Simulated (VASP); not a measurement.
# TiAl3 (P4/mmm) in VASP: further runs

The runs below take TiAl3 through single point, with r2SCAN.

Everything below comes from runs of VASP 6.6.1. Logs are shortened: lines on timing, memory, paths and dates and some standing lists are left out, and cuts for length are marked.

**1. The cell of the first run**

Symmetry: P4/mmm, No. 123, tetragonal system. Conventional cell: a = 3.837 Å, b = 3.837 Å, c = 3.956 Å, α = 90.00°, β = 90.00°, γ = 90.00°. Ti (site symmetry 4/mmm) has 12 Al at 2.71 to 2.76 Å within 3.6 Å. Within 3.6 Å of Al (site symmetry 4/mmm) lie 4 Ti at 2.71 Å and 8 Al at 2.76 Å. Al (site symmetry mmm) has 8 Al at 2.71 to 2.76 Å and 4 Ti at 2.76 Å within 3.6 Å.

**2. Single point, r2SCAN (strain -0.030 along x and y, +0.000 along z)**

Input file POSCAR:

```
TiAl3
1.0
    3.8370011125      0.0000000000      0.0000000000
    0.0000000000      3.8370011125      0.0000000000
    0.0000000000      0.0000000000      3.9556712500
Ti Al
1 3
Direct
    0.0000000000      0.0000000000      0.0000000000
    0.5000000000      0.5000000000      0.0000000000
    0.5000000000      0.0000000000      0.5000000000
    0.0000000000      0.5000000000      0.5000000000
```

Input file INCAR.step1:

```
SYSTEM = TiAl3
ALGO     = Normal         ! electronic algorithm
EDIFF    = 1E-4           ! SCF threshold, eV
ENCUT    = 520            ! plane-wave cutoff, eV
GGA      = PE             ! functional
ISMEAR   = 0              ! smearing method
LASPH    = .True.         ! aspherical terms in the spheres
LCHARG   = .False.        ! write CHGCAR
LREAL    = .False.        ! projectors in reciprocal space
LWAVE    = .True.         ! write WAVECAR
NBANDS   = 18             ! bands
NELM     = 80             ! most SCF steps
PREC     = Accurate       ! precision mode
SIGMA    = 0.15           ! smearing width, eV
```

Input file INCAR.step2:

```
SYSTEM = TiAl3
ALGO     = Normal         ! electronic algorithm
EDIFF    = 1E-6           ! SCF threshold, eV
ENCUT    = 520            ! plane-wave cutoff, eV
ISIF     = 2              ! what is computed and relaxed
ISMEAR   = 0              ! smearing method
ISTART   = 1            
LASPH    = .True.         ! aspherical terms in the spheres
LCHARG   = .False.        ! write CHGCAR
LMIXTAU  = .True.       
LREAL    = .False.        ! projectors in reciprocal space
LWAVE    = .False.        ! write WAVECAR
METAGGA  = R2SCAN         ! meta-GGA
NBANDS   = 18             ! bands
NELM     = 80             ! most SCF steps
PREC     = Accurate       ! precision mode
SIGMA    = 0.15           ! smearing width, eV
```

Input file KPOINTS:

```
k-points
0
Gamma
  12 12 12
  0 0 0
```

Potentials or basis: VASP PAW PBE potentials, release 64 (Ti_sv, Al).

Run with:

```sh
> cat potpaw_PBE.64/Ti_sv/POTCAR potpaw_PBE.64/Al/POTCAR > POTCAR
> cp INCAR.step1 INCAR
> mpirun -np 1 vasp_std > vasp.out
> cp INCAR.step2 INCAR
> mpirun -np 1 vasp_std > vasp.out
```

OUTCAR:

```text
SYSTEM = TiAl3
   EDIFF = 1E-6
   ENCUT = 520
   ISIF = 2
   ISMEAR = 0
   ISTART = 1
   LASPH = .True.
   LREAL = .False.
   METAGGA = R2SCAN
   NELM = 80
   PREC = Accurate

 ion  position               nearest neighbor table
   1  0.000  0.000  0.000-   2 2.71   2 2.71   2 2.71   2 2.71   4 2.76   3 2.76   4 2.76   4 2.76
                             4 2.76   3 2.76   3 2.76   3 2.76
   2  0.500  0.500  0.000-   1 2.71   1 2.71   1 2.71   1 2.71   4 2.76   3 2.76   3 2.76   3 2.76
                             4 2.76   4 2.76   4 2.76   3 2.76
   3  0.500  0.000  0.500-   4 2.71   4 2.71   4 2.71   4 2.71   2 2.76   2 2.76   2 2.76   2 2.76
                             1 2.76   1 2.76   1 2.76   1 2.76
   4  0.000  0.500  0.500-   3 2.71   3 2.71   3 2.71   3 2.71   2 2.76   1 2.76   2 2.76   1 2.76
                             2 2.76   1 2.76   2 2.76   1 2.76

  LATTYP: Found a simple tetragonal cell.
 ALAT       =     3.8370011125
 C/A-ratio  =     1.0309278351

  Lattice vectors:

 A1 = (   3.8370011125,   0.0000000000,   0.0000000000)
 A2 = (   0.0000000000,   3.8370011125,   0.0000000000)
 A3 = (   0.0000000000,   0.0000000000,   3.9556712500)

Analysis of symmetry for initial positions (statically):
=====================================================================
 Subroutine PRICEL returns:
 Original cell was already a primitive cell.

 Routine SETGRP: Setting up the symmetry group for a
 simple tetragonal supercell.

 Subroutine GETGRP returns: Found 16 space group operations
 (whereof 16 operations were pure point group operations)
 out of a pool of 16 trial point group operations.

The static configuration has the point symmetry D_4h.

Analysis of symmetry for dynamics (positions and initial velocities):
=====================================================================
 Subroutine PRICEL returns:
 Original cell was already a primitive cell.

 Routine SETGRP: Setting up the symmetry group for a
 simple tetragonal supercell.

 Subroutine GETGRP returns: Found 16 space group operations
 (whereof 16 operations were pure point group operations)
 out of a pool of 16 trial point group operations.

The dynamic configuration has the point symmetry D_4h.

 Subroutine INISYM returns: Found 16 space group operations
 (whereof 16 operations are pure point group operations),
 and found     1 'primitive' translations

----------------------------------------------------------------------------------------

                                     Primitive cell

  volume of cell :      58.2377

  direct lattice vectors                    reciprocal lattice vectors
     3.837001112  0.000000000  0.000000000     0.260620201  0.000000000  0.000000000
     0.000000000  3.837001112  0.000000000     0.000000000  0.260620201  0.000000000
     0.000000000  0.000000000  3.955671250     0.000000000  0.000000000  0.252801595

  length of vectors
     3.837001112  3.837001112  3.955671250     0.260620201  0.260620201  0.252801595

  position of ions in fractional coordinates (direct lattice)
     0.000000000  0.000000000  0.000000000
     0.500000000  0.500000000  0.000000000
     0.500000000  0.000000000  0.500000000
     0.000000000  0.500000000  0.500000000

  ion indices of the primitive-cell ions
   primitive index   ion index
                 1           1
                 2           2
                 3           3
                 4           4

----------------------------------------------------------------------------------------

 KPOINTS: k-points

Automatic generation of k-mesh.
 Grid dimensions read from file:
 generate k-points for:   12   12   12

 Generating k-lattice:

  Cartesian coordinates                     Fractional coordinates (reciprocal lattice)
     0.021718350  0.000000000  0.000000000     0.083333333  0.000000000  0.000000000
     0.000000000  0.021718350  0.000000000     0.000000000  0.083333333  0.000000000
     0.000000000  0.000000000  0.021066800     0.000000000  0.000000000  0.083333333

  Length of vectors
     0.021718350  0.021718350  0.021066800

  Shift w.r.t. Gamma in fractional coordinates (k-lattice)
     0.000000000  0.000000000  0.000000000

 Subroutine IBZKPT returns following result:
 ===========================================

 Found    196 irreducible k-points:

 Following reciprocal coordinates:
            Coordinates               Weight
  0.000000  0.000000  0.000000      1.000000
  0.083333  0.000000  0.000000      4.000000
  0.166667  0.000000  0.000000      4.000000
  0.250000  0.000000  0.000000      4.000000
  0.333333  0.000000  0.000000      4.000000
  0.416667  0.000000  0.000000      4.000000
[... 16 lines left out ...]
  0.333333  0.333333  0.000000      4.000000
  0.416667  0.333333  0.000000      8.000000
 [... further k-points ...]
   k-points           NKPTS =    196   k-points in BZ     NKDIM =    196   number of bands    NBANDS=     18
[... 65 lines left out ...]

 E-fermi :   9.8361     XC(G=0): -11.8531

 val. band max:        9.8265227674   @ k =   0.0833   0.0000   0.4167
 cond. band min:       9.8431242918   @ k =   0.1667   0.0000   0.0833
 fundamental gap:      0.0166015244
 Fermi energy:         9.8361423735

 k-point     1 :       0.0000    0.0000    0.0000
  band No.  band energies     occupation
      1     -49.3436      2.00000
      2     -24.6484      2.00000
      3     -24.6193      2.00000
      4     -24.6193      2.00000
      5      -2.0273      2.00000
      6       6.3305      2.00000
[... 10 lines left out ...]
     17      16.1055      0.00000
     18      16.2414      0.00000

 k-point     2 :       0.0833    0.0000    0.0000
  band No.  band energies     occupation
      1     -49.3435      2.00000
      2     -24.6482      2.00000
      3     -24.6215      2.00000
      4     -24.6192      2.00000
      5      -1.9510      2.00000
      6       5.9403      2.00000
[... 10 lines left out ...]
     17      15.9999      0.00000
     18      16.1946      0.00000

 k-point     3 :       0.1667    0.0000    0.0000
  band No.  band energies     occupation
      1     -49.3432      2.00000
      2     -24.6478      2.00000
      3     -24.6275      2.00000
      4     -24.6187      2.00000
      5      -1.7237      2.00000
      6       4.8850      2.00000
[... 10 lines left out ...]
     17      15.4993      0.00000
     18      15.7673      0.00000

 k-point     4 :       0.2500    0.0000    0.0000
  band No.  band energies     occupation
      1     -49.3429      2.00000
      2     -24.6471      2.00000
      3     -24.6357      2.00000
      4     -24.6181      2.00000
      5      -1.3500      2.00000
      6       3.7529      2.00000
[... 10 lines left out ...]
     17      14.9677      0.00000
     18      16.0504      0.00000

 k-point     5 :       0.3333    0.0000    0.0000
  band No.  band energies     occupation
      1     -49.3425      2.00000
      2     -24.6465      2.00000
      3     -24.6439      2.00000
      4     -24.6175      2.00000
      5      -0.8400      2.00000
      6       2.6673      2.00000
[... 10 lines left out ...]
     17      14.1881      0.00000
     18      16.2376      0.00000

 k-point     6 :       0.4167    0.0000    0.0000
  band No.  band energies     occupation
      1     -49.3422      2.00000
      2     -24.6499      2.00000
      3     -24.6461      2.00000
      4     -24.6171      2.00000
      5      -0.2233      2.00000
      6       1.6955      2.00000
[... 307 lines left out ...]
 k-point    21 :       0.4167    0.2500    0.0000
  band No.  band energies     occupation
      1     -49.3415      2.00000
      2     -24.6477      2.00000
      3     -24.6448      2.00000
      4     -24.6325      2.00000
      5       0.3719      2.00000
      6       2.3138      2.00000
[... 10 lines left out ...]
     17      15.1126      0.00000
     18      16.0696      0.00000

 k-point    22 :       0.5000    0.2500    0.0000
  band No.  band energies     occupation
      1     -49.3414      2.00000
      2     -24.6498      2.00000
      3     -24.6447      2.00000
      4     -24.6323      2.00000
      5       0.7819      2.00000
      6       1.7881      2.00000
[... 10 lines left out ...]
     17      15.1648      0.00000
     18      15.9968      0.00000

 k-point    23 :       0.3333    0.3333    0.0000
  band No.  band energies     occupation
      1     -49.3415      2.00000
      2     -24.6447      2.00000
      3     -24.6413      2.00000
      4     -24.6405      2.00000
      5       0.2604      2.00000
      6       3.5801      2.00000
[... 10 lines left out ...]
     17      14.5103      0.00000
     18      15.8651      0.00000

 k-point    24 :       0.4167    0.3333    0.0000
  band No.  band energies     occupation
      1     -49.3412      2.00000
      2     -24.6466      2.00000
      3     -24.6442      2.00000
      4     -24.6402      2.00000
      5       0.8105      2.00000
      6       2.7681      2.00000
[... 10 lines left out ...]
     17      14.4115      0.00000
     18      15.9652      0.00000

 [... further k-points ...]
[... 5 lines left out ...]
  --------------------------------------------------------------------------------------
  -------------------------------------------------------------------------------------
  Total        3.4709156      3.4709156      1.7397134      0.0000000      0.0000000      0.0000000
  in kB       95.4883951     95.4883951     47.8612742      0.0000000      0.0000000      0.0000000
  external PRESSURE =      79.6126881 kB  Pullay stress =       0.0000000 kB

 VOLUME and BASIS-vectors are now :
 -----------------------------------------------------------------------------
  energy-cutoff  :      520.00
  volume of cell :       58.24
      direct lattice vectors                 reciprocal lattice vectors
     3.837001112  0.000000000  0.000000000     0.260620201  0.000000000  0.000000000
     0.000000000  3.837001112  0.000000000     0.000000000  0.260620201  0.000000000
     0.000000000  0.000000000  3.955671250     0.000000000  0.000000000  0.252801595

 POSITION                                       TOTAL-FORCE (eV/Angst)
 -----------------------------------------------------------------------------------
      0.00000      0.00000      0.00000         0.000000      0.000000      0.000000
      1.91850      1.91850      0.00000         0.000000      0.000000      0.000000
      1.91850      0.00000      1.97784         0.000000      0.000000      0.000000
      0.00000      1.91850      1.97784         0.000000      0.000000      0.000000
 -----------------------------------------------------------------------------------
    total drift:                                0.000000     -0.000000      0.000000

  FREE ENERGIE OF THE ION-ELECTRON SYSTEM (eV)
  ---------------------------------------------------
  free  energy   TOTEN  =       -34.7235666522 eV

  energy  without entropy=      -34.6988700891  energy(sigma->0) =      -34.71121837
```

It took 5.5 min on 1 thread of Intel Xeon 6975P-C (Granite Rapids), shared host; peak memory 0.31 GiB.

What came out:

| Property | Result |
| --- | --- |
| Free energy | -34.7236 eV |
| Pressure | 8.0 GPa |
| Band gap on the k mesh | zero (an odd number of electrons rules out a gap without spin polarisation) |

Caveat: the cell differs from its parent crystal (strain -0.030 along x and y, +0.000 along z); the cell stands under pressure; the PAW data sets were made with another functional, which shifts forces and pressure a little.

**3. Single point, r2SCAN (strain -0.015 along x and y, -0.030 along z)**

Input file POSCAR:

```
TiAl3
1.0
    3.8963361812      0.0000000000      0.0000000000
    0.0000000000      3.8963361812      0.0000000000
    0.0000000000      0.0000000000      3.8370011125
Ti Al
1 3
Direct
    0.0000000000      0.0000000000      0.0000000000
    0.5000000000      0.5000000000      0.0000000000
    0.5000000000      0.0000000000      0.5000000000
    0.0000000000      0.5000000000      0.5000000000
```

Input file INCAR.step1:

```
SYSTEM = TiAl3
PREC = Accurate
ENCUT = 520
ISMEAR = 0
SIGMA = 0.15
LREAL = .FALSE.
LASPH = .TRUE.
NELM = 80
NBANDS = 18
GGA = PE
ALGO = Normal
EDIFF = 1E-4
LWAVE = .TRUE.
LCHARG = .FALSE.
```

Input file INCAR.step2:

```
SYSTEM = TiAl3
PREC = Accurate
ENCUT = 520
EDIFF = 1E-6
ISMEAR = 0
SIGMA = 0.15
LREAL = .FALSE.
LASPH = .TRUE.
NELM = 80
ALGO = Normal
ISIF = 2
LWAVE = .FALSE.
LCHARG = .FALSE.
METAGGA = R2SCAN
LMIXTAU = .TRUE.
NBANDS = 18
ISTART = 1
```

Input file KPOINTS:

```
regular mesh
0
G
  12 12 12
  0 0 0
```

Potentials or basis: VASP PAW PBE potentials, release 64 (Ti_sv, Al).

Run with:

```sh
> cat potpaw_PBE.64/Ti_sv/POTCAR potpaw_PBE.64/Al/POTCAR > POTCAR
> cp INCAR.step1 INCAR
> mpirun -np 1 vasp_std > vasp.out
> cp INCAR.step2 INCAR
> mpirun -np 1 vasp_std > vasp.out
```

It took 5.7 min on 1 thread of Intel Xeon 6975P-C (Granite Rapids), shared host; peak memory 0.31 GiB.

Results (log left out):

```
Free energy            : -34.7374 eV
Pressure               : 7.9 GPa
Band gap on the k mesh : zero (an odd number of electrons rules out a gap without spin polarisation)
```

Stress tensor (GPa, compression positive):
```
7.09 0.00 0.00
0.00 7.09 0.00
0.00 0.00 9.43
```

Levels at points of the mesh, in eV from the Fermi level:
```tsv
k point	band 8	band 9	band 10	band 11	band 12	band 13
(0.00, 0.00, 0.00)	-2.53	-2.53	-2.26	0.09	0.14	0.14
(0.50, 0.00, 0.00)	-2.47	-2.46	0.43	0.66	0.86	0.90
(0.50, 0.50, 0.00)	-5.61	-1.38	-1.38	0.75	1.13	1.22
(0.00, 0.00, 0.50)	-2.63	-2.50	0.42	0.68	0.68	0.86
(0.50, 0.00, 0.50)	-5.61	-1.52	-1.46	0.61	1.04	1.18
(0.50, 0.50, 0.50)	-5.54	-4.00	-4.00	-3.92	0.32	1.53
```

Caveat: the cell differs from its parent crystal (strain -0.015 along x and y, -0.030 along z); the cell stands under pressure; the PAW data sets were made with another functional, which shifts forces and pressure a little.

**4. Single point, r2SCAN (strain -0.030 along x and y, +0.015 along z)**

Input file POSCAR:

```
TiAl3
1.0
    3.8370011125      0.0000000000      0.0000000000
    0.0000000000      3.8370011125      0.0000000000
    0.0000000000      0.0000000000      4.0150063187
Ti Al
1 3
Direct
    0.0000000000      0.0000000000      0.0000000000
    0.5000000000      0.5000000000      0.0000000000
    0.5000000000      0.0000000000      0.5000000000
    0.0000000000      0.5000000000      0.5000000000
```

Input file INCAR.step1:

```
SYSTEM = TiAl3
PREC = Accurate ; ENCUT = 520
ISMEAR = 0 ; SIGMA = 0.15
LREAL = .False. ; LASPH = .True.
NELM = 60 ; NBANDS = 18
GGA = PE ; ALGO = Normal
EDIFF = 1E-4 ; LWAVE = .True.
LCHARG = .False.
```

Input file INCAR.step2:

```
SYSTEM = TiAl3
PREC = Accurate ; ENCUT = 520
EDIFF = 1E-6 ; ISMEAR = 0
SIGMA = 0.15 ; LREAL = .False.
LASPH = .True. ; NELM = 60
ALGO = Normal ; ISIF = 2
LWAVE = .False. ; LCHARG = .False.
METAGGA = R2SCAN ; LMIXTAU = .True.
NBANDS = 18 ; ISTART = 1
```

Input file KPOINTS:

```
regular mesh
0
Gamma
  12 12 12
  0 0 0
```

Run with:

```sh
> cat potpaw_PBE.64/Ti_sv/POTCAR potpaw_PBE.64/Al/POTCAR > POTCAR
> cp INCAR.step1 INCAR
> mpirun -np 1 vasp_std > vasp.out
> cp INCAR.step2 INCAR
> mpirun -np 1 vasp_std > vasp.out
```

Wall time 5.2 min (1 thread of Intel Xeon 6975P-C (Granite Rapids), shared host); peak memory 0.31 GiB.

The run converged. Its results:

- Free energy: -34.7406 eV
- Pressure: 6.0 GPa
- Band gap on the k mesh: zero (an odd number of electrons rules out a gap without spin polarisation)

Stress tensor (GPa, compression positive):
```
8.21 0.00 0.00
0.00 8.21 0.00
0.00 0.00 1.43
```

Levels at points of the mesh, in eV from the Fermi level:
| k point | band 7 | band 8 | band 9 | band 10 | band 11 | band 12 | band 13 | band 14 |
| --- | --- | --- | --- | --- | --- | --- | --- | --- |
| (0.00, 0.00, 0.00) | -3.08 | -2.91 | -2.15 | -2.15 | 0.11 | 0.11 | 0.22 | 0.62 |
| (0.50, 0.00, 0.00) | -2.85 | -2.47 | -2.34 | 0.32 | 0.44 | 0.71 | 1.01 | 1.43 |
| (0.50, 0.50, 0.00) | -6.44 | -5.55 | -1.61 | -1.61 | 0.37 | 0.80 | 1.28 | 1.66 |
| (0.00, 0.00, 0.50) | -2.39 | -2.39 | -2.32 | 0.45 | 0.94 | 0.94 | 0.94 | 0.94 |
| (0.50, 0.00, 0.50) | -6.63 | -5.55 | -1.39 | -1.23 | 0.80 | 0.99 | 1.30 | 1.53 |
| (0.50, 0.50, 0.50) | -5.47 | -5.47 | -4.08 | -3.85 | -3.85 | 0.27 | 1.48 | 1.71 |

Caveat: the cell differs from its parent crystal (strain -0.030 along x and y, +0.015 along z); the stress differs along the axes, from 1 to 8 GPa; the PAW data sets were made with another functional, which shifts forces and pressure a little.

**5. Summary**

| cell | gap on the mesh (eV) | pressure (GPa) |
| --- | --- | --- |
| a = 3.837, b = 3.837, c = 3.956 Å, 4 atoms | none | 8.0 |
| a = 3.896, b = 3.896, c = 3.837 Å, 4 atoms | none | 7.9 |
| a = 3.837, b = 3.837, c = 4.015 Å, 4 atoms | none | 6.0 |

Alike in all rows: task single point; level r2SCAN; potentials or basis VASP PAW PBE potentials, release 64 (Ti_sv, Al); no spin polarisation; k mesh 12 × 12 × 12; cutoff (eV) 520; smearing gaussian 0.15 eV.

Caveats: the PAW data sets were made with another functional, which shifts forces and pressure a little; the cell stands under pressure (at least some runs); the stress differs along the axes, from 1 to 8 GPa (at least some runs).

Absolute energies hang on the potentials; compare differences alone.
